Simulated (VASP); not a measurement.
# Ga5As3P2 (I-4m2) in VASP: single point with PBE

Aim: the single point of Ga5As3P2 with PBE.

Program: VASP 6.6.1. These are calculated values, not measurements. Logs are shortened: lines on timing, memory, paths and dates and some standing lists are left out, and cuts for length are marked.

## 1. The cell of the first run

The structure is tetragonal, space group I-4m2 (No. 119). The conventional cell has a = 3.996 Å, b = 3.996 Å, c = 28.194 Å, α = 90.00°, β = 90.00°, γ = 90.00°. Within 3.2 Å of Ga (site symmetry 2mm) lie 2 P at 2.41 Å and 2 As at 2.47 Å. Ga (site symmetry -4m2) has 4 As at 2.47 Å within 3.3 Å. Ga (site symmetry 2mm) has 2 P at 2.41 Å and 2 As at 2.47 Å within 3.2 Å. Within 3.2 Å of P (site symmetry 2mm) lie 4 Ga at 2.41 Å. Within 3.3 Å of As (site symmetry 2mm) lie 4 Ga at 2.47 Å. As (site symmetry -4m2) has 4 Ga at 2.47 Å within 3.3 Å.

## 2. Single point, PBE

Input file INCAR:

```
ALGO = Normal
EDIFF = 1E-6
ENCUT = 520
GGA = PE
ISIF = 2
ISMEAR = 0
LASPH = True
LCHARG = False
LREAL = False
LWAVE = False
NBANDS = 56
NELM = 100
PREC = Accurate
SIGMA = 0.1
```

Input file KPOINTS:

```
k-points
0
Gamma
  6 6 6
```

Input file POSCAR:

```
Ga5As3P2
1.0
   -1.9981697944      1.9981697944     14.0970279167
    1.9981697944     -1.9981697944     14.0970279167
    1.9981697944      1.9981697944    -14.0970279167
Ga P As
5 2 3
Direct
    0.6029461454      0.6029461454      0.0000000000
    0.0000000000      0.0000000000      0.0000000000
    0.3970538546      0.3970538546      0.0000000000
    0.8014050705      0.8014050705      0.0000000000
    0.1985949295      0.1985949295      0.0000000000
    0.3492321936      0.8492321936      0.5000000000
    0.1507678064      0.6507678064      0.5000000000
    0.9485511231      0.4485511231      0.5000000000
    0.7500000000      0.2500000000      0.5000000000
    0.5514488769      0.0514488769      0.5000000000
```

Potentials or basis: VASP PAW PBE potentials, release 64 (Ga_d, P, As).

Command:

```sh
$ cat potpaw_PBE.64/Ga_d/POTCAR potpaw_PBE.64/P/POTCAR potpaw_PBE.64/As/POTCAR > POTCAR
$ mpirun -np 1 vasp_std > vasp.out
```

OUTCAR:

```text
EDIFF = 1E-6
   ENCUT = 520
   GGA = PE
   ISIF = 2
   ISMEAR = 0
   LASPH = True
   LREAL = False
   NELM = 100
   PREC = Accurate

 ion  position               nearest neighbor table
   1  0.603  0.603  0.000-   7 2.41   7 2.41  10 2.47  10 2.47
   2  0.000  0.000  0.000-  10 2.47   8 2.47  10 2.47   8 2.47
   3  0.397  0.397  0.000-   6 2.41   6 2.41   8 2.47   8 2.47
   4  0.801  0.801  0.000-   6 2.41   6 2.41   9 2.47   9 2.47
   5  0.199  0.199  0.000-   7 2.41   7 2.41   9 2.47   9 2.47
   6  0.349  0.849  0.500-   3 2.41   3 2.41   4 2.41   4 2.41
   7  0.151  0.651  0.500-   1 2.41   1 2.41   5 2.41   5 2.41
   8  0.949  0.449  0.500-   2 2.47   2 2.47   3 2.47   3 2.47
   9  0.750  0.250  0.500-   4 2.47   5 2.47   4 2.47   5 2.47
  10  0.551  0.051  0.500-   2 2.47   2 2.47   1 2.47   1 2.47

  LATTYP: Found a body centered tetragonal cell.
 ALAT       =     3.9963395888
 C/A-ratio  =     7.0549699811

  Lattice vectors:

 A1 = (  -1.9981697944,   1.9981697944,  14.0970279167)
 A2 = (   1.9981697944,  -1.9981697944,  14.0970279167)
 A3 = (   1.9981697944,   1.9981697944, -14.0970279167)

Analysis of symmetry for initial positions (statically):
=====================================================================
 Subroutine PRICEL returns:
 Original cell was already a primitive cell.

 Routine SETGRP: Setting up the symmetry group for a
 body centered tetragonal supercell.

 Subroutine GETGRP returns: Found  8 space group operations
 (whereof  8 operations were pure point group operations)
 out of a pool of 16 trial point group operations.

The static configuration has the point symmetry D_2d.

Analysis of symmetry for dynamics (positions and initial velocities):
=====================================================================
 Subroutine PRICEL returns:
 Original cell was already a primitive cell.

 Routine SETGRP: Setting up the symmetry group for a
 body centered tetragonal supercell.

 Subroutine GETGRP returns: Found  8 space group operations
 (whereof  8 operations were pure point group operations)
 out of a pool of 16 trial point group operations.

The dynamic configuration has the point symmetry D_2d.

 Subroutine INISYM returns: Found  8 space group operations
 (whereof  8 operations are pure point group operations),
 and found     1 'primitive' translations

----------------------------------------------------------------------------------------

                                     Primitive cell

  volume of cell :     225.1398

  direct lattice vectors                    reciprocal lattice vectors
    -1.998169794  1.998169794 14.097027917     0.000000000  0.250228985  0.035468469
     1.998169794 -1.998169794 14.097027917     0.250228985  0.000000000  0.035468469
     1.998169794  1.998169794-14.097027917     0.250228985  0.250228985  0.000000000

  length of vectors
    14.377467132 14.377467132 14.377467132     0.252730207  0.252730207  0.353877225

  position of ions in fractional coordinates (direct lattice)
     0.602946145  0.602946145  0.000000000
     0.000000000  0.000000000  0.000000000
     0.397053855  0.397053855  0.000000000
     0.801405071  0.801405071  0.000000000
     0.198594929  0.198594929  0.000000000
     0.349232194  0.849232194  0.500000000
     0.150767806  0.650767806  0.500000000
     0.948551123  0.448551123  0.500000000
     0.750000000  0.250000000  0.500000000
     0.551448877  0.051448877  0.500000000

  ion indices of the primitive-cell ions
   primitive index   ion index
                 1           1
                 2           2
                 3           3
                 4           4
                 5           5
                 6           6
                 7           7
                 8           8
                 9           9
                10          10

----------------------------------------------------------------------------------------

 KPOINTS: k-points

Automatic generation of k-mesh.
 Grid dimensions read from file:
 generate k-points for:    6    6    6

 Generating k-lattice:

  Cartesian coordinates                     Fractional coordinates (reciprocal lattice)
     0.000000000  0.041704831  0.005911412     0.166666667 -0.000000000  0.000000000
     0.041704831  0.000000000  0.005911412    -0.000000000  0.166666667  0.000000000
     0.041704831  0.041704831  0.000000000     0.000000000  0.000000000  0.166666667

  Length of vectors
     0.042121701  0.042121701  0.058979537

  Shift w.r.t. Gamma in fractional coordinates (k-lattice)
     0.000000000  0.000000000  0.000000000

 Subroutine IBZKPT returns following result:
 ===========================================

 Found     30 irreducible k-points:

 Following reciprocal coordinates:
            Coordinates               Weight
  0.000000  0.000000  0.000000      1.000000
  0.166667  0.000000 -0.000000      8.000000
  0.333333 -0.000000  0.000000      8.000000
  0.500000 -0.000000  0.000000      4.000000
  0.166667  0.166667  0.000000      8.000000
  0.333333  0.166667  0.000000     16.000000
[... 16 lines left out ...]
 -0.333333 -0.333333  0.166667      8.000000
 -0.166667 -0.333333  0.166667      8.000000
 [... further k-points ...]
   k-points           NKPTS =     30   k-points in BZ     NKDIM =     30   number of bands    NBANDS=     56
   number of dos      NEDOS =    301   number of ions     NIONS =     10
   total plane-waves  NPLWV = ******
   dimension x,y,z NGX =   108 NGY =  108 NGZ =  108
   dimension x,y,z NGXF=   216 NGYF=  216 NGZF=  216
   ions per type =               5   2   3
   NGX,Y,Z   is equivalent  to a cutoff of  12.49, 12.49, 12.49 a.u.
   NGXF,Y,Z  is equivalent  to a cutoff of  24.98, 24.98, 24.98 a.u.
 SYSTEM =  unknown system
   PREC   = accura    normal or accurate (medium, high low for compatibility)
   ISTART =      0    job   : 0-new  1-cont  2-samecut
   ICHARG =      2    charge: 1-file 2-atom 10-const
   ISPIN  =      1    spin polarized calculation?
   LNONCOLLINEAR =      F non collinear calculations
   LSORBIT =      F    spin-orbit coupling
   LASPH  =      T    aspherical Exc in radial PAW
   ENCUT  =  520.0 eV  38.22 Ry    6.18 a.u.  26.73 26.73 26.73*2*pi/ulx,y,z
   NELM   =    100;   NELMIN=  2; NELMDL= -5     # of ELM steps
   EDIFF  = 0.1E-05   stopping-criterion for ELM
   LREAL  =      F    real-space projection
   EDIFFG = 0.1E-04   stopping-criterion for IOM
   NSW    =      0    number of steps for IOM
   IBRION =     -1    ionic relax: 0-MD 1-quasi-New 2-CG
   NFREE  =      0    steps in history (QN), initial steepest desc. (CG)
   ISIF   =      2    stress and relaxation
   ISYM   =      2    0-nonsym 1-usesym 2-fastsym
   POTIM  = 0.5000    time-step for ionic-motion
   TEBEG  =    0.0;   TEEND  =   0.0 temperature during run
   PSTRESS=    0.0 pullay stress
   NELECT =      90.0000    total number of electrons
   NUPDOWN=      -1.0000    fix difference up-down
   EMIN   =  10.00;   EMAX   =-10.00  energy-range for DOS
   EFERMI =   0.00;   METHOD = LEGACY
   ISMEAR =     0;   SIGMA  =   0.10  broadening in eV -4-tet -1-fermi 0-gaus
   EFERMI_NEDOS =   21; number of points for ismear=-14 and -15
   IALGO  =     38    algorithm
   IMIX   =      4    mixing-type and parameters
     AMIX     =   0.40;   BMIX     =  1.00
     AMIX_MAG =   1.60;   BMIX_MAG =  1.00
  volume/ion in A,a.u.               =      22.51       151.93
  Fermi-wavevector in a.u.,A,eV,Ry     =   1.205975  2.278962 19.787975  1.454375
  Thomas-Fermi vector in A             =   2.341656
   LORBIT       =      0    0 simple, 1 ext, 2 COOP (PROOUT), +10 PAW based schemes
   GGA     = PE    functional components
   LHFCALC =     F    Hartree Fock is set to
   AEXX    =    0.0000 exact exchange contribution
   IVDW    =     0    specifies the selected vdW correction
   LEPSILON=     F    determine dielectric tensor
   LRPA    =     F    only Hartree local field effects (RPA)
 non-spin polarized calculation
 Gauss-broadening in eV      SIGMA  =   0.10
  energy-cutoff  :      520.00
  volume of cell :      225.14
 maximum number of plane-waves:      6116
   NGX = 53   NGY = 53   NGZ = 53

 number of electron      90.0000005 magnetization

 Free energy of the ion-electron system (eV)
  ---------------------------------------------------
  ext. energy  EPLUGINS =         0.00000000
  ---------------------------------------------------
  free energy    TOTEN  =       -42.96254987 eV

  energy without entropy =      -42.96254986  energy(sigma->0) =      -42.96254987

 E-fermi :   4.1992     XC(G=0):  -9.5050

 val. band max:        3.8553763582   @ k =   0.0000   0.0000   0.0000
 cond. band min:       4.5319142152   @ k =   0.0000   0.0000   0.0000
 fundamental gap:      0.6765378569
 Fermi energy:         4.1992124175

 k-point     1 :       0.0000    0.0000    0.0000
  band No.  band energies     occupation
      1     -10.9192      2.00000
      2     -10.9084      2.00000
      3     -10.8650      2.00000
      4     -10.8558      2.00000
      5     -10.8285      2.00000
      6     -10.8285      2.00000
[... 48 lines left out ...]
     55       7.6190      0.00000
     56       7.6224      0.00000

 k-point     2 :       0.1667    0.0000   -0.0000
  band No.  band energies     occupation
      1     -10.9145      2.00000
      2     -10.9034      2.00000
      3     -10.8706      2.00000
      4     -10.8589      2.00000
      5     -10.8398      2.00000
      6     -10.8255      2.00000
[... 48 lines left out ...]
     55       7.7681      0.00000
     56       7.8383      0.00000
[... 1237 lines left out ...]
     55       7.9555      0.00000
     56       8.6046      0.00000

 k-point    24 :      -0.1667   -0.3333    0.1667
  band No.  band energies     occupation
      1     -10.9158      2.00000
      2     -10.9001      2.00000
      3     -10.8769      2.00000
      4     -10.8531      2.00000
      5     -10.8407      2.00000
      6     -10.8252      2.00000
[... 48 lines left out ...]
     55       7.9425      0.00000
     56       7.9847      0.00000

 [... further k-points ...]

------------------------ aborting loop because EDIFF is reached ----------------------------------------

  FORCE on cell =-STRESS in cart. coord.  units (eV):
  Direction    XX          YY          ZZ          XY          YZ          ZX
  --------------------------------------------------------------------------------------
  -------------------------------------------------------------------------------------
  Total        0.2202791      0.2202791      0.2432026      0.0000000      0.0000000      0.0000000
  in kB        1.5675865      1.5675865      1.7307188      0.0000000      0.0000000      0.0000000
  external PRESSURE =       1.6219639 kB  Pullay stress =       0.0000000 kB

 VOLUME and BASIS-vectors are now :
 -----------------------------------------------------------------------------
  energy-cutoff  :      520.00
  volume of cell :      225.14
      direct lattice vectors                 reciprocal lattice vectors
    -1.998169794  1.998169794 14.097027917     0.000000000  0.250228985  0.035468469
     1.998169794 -1.998169794 14.097027917     0.250228985  0.000000000  0.035468469
     1.998169794  1.998169794-14.097027917     0.250228985  0.250228985  0.000000000

 POSITION                                       TOTAL-FORCE (eV/Angst)
 -----------------------------------------------------------------------------------
      0.00000      0.00000     16.99950         0.000000     -0.000000      0.015933
      0.00000      0.00000      0.00000         0.000000     -0.000000     -0.000000
      0.00000      0.00000     11.19456         0.000000     -0.000000     -0.015933
      0.00000      0.00000     22.59486        -0.000000      0.000000      0.017494
      0.00000      0.00000      5.59920        -0.000000      0.000000     -0.017494
      1.99817      0.00000      9.84627         0.000000     -0.000000      0.000242
      1.99817      0.00000      4.25076         0.000000     -0.000000     -0.000242
      0.00000      1.99817     12.64648         0.000000     -0.000000     -0.001694
     -0.00000      1.99817      7.04851         0.000000     -0.000000     -0.000000
      0.00000      1.99817      1.45055         0.000000     -0.000000      0.001694
 -----------------------------------------------------------------------------------
    total drift:                                0.000003     -0.000003      0.000000

  FREE ENERGIE OF THE ION-ELECTRON SYSTEM (eV)
  ---------------------------------------------------
  free  energy   TOTEN  =       -42.9625498730 eV

  energy  without entropy=      -42.9625498648  energy(sigma->0) =      -42.96254987
```

It took 54 min on 1 thread of Intel Xeon 6975P-C (Granite Rapids), shared host; peak memory 2.1 GiB.

What came out:

* Free energy: -42.9625 eV
* Pressure: 0.2 GPa
* Largest force: 0.017 eV/Å
* Band gap on the k mesh: 0.68 eV

Forces in eV/Å, atoms in the order of the input:
```
Ga   0.000  0.000  0.016
Ga   0.000  0.000  0.000
Ga   0.000  0.000 -0.016
Ga   0.000  0.000  0.017
Ga   0.000  0.000 -0.017
P    0.000  0.000  0.000
P    0.000  0.000  0.000
As   0.000  0.000 -0.002
As   0.000  0.000  0.000
As   0.000  0.000  0.002
```

Caveat: semilocal functionals underestimate gaps, and a narrow one can read as zero.
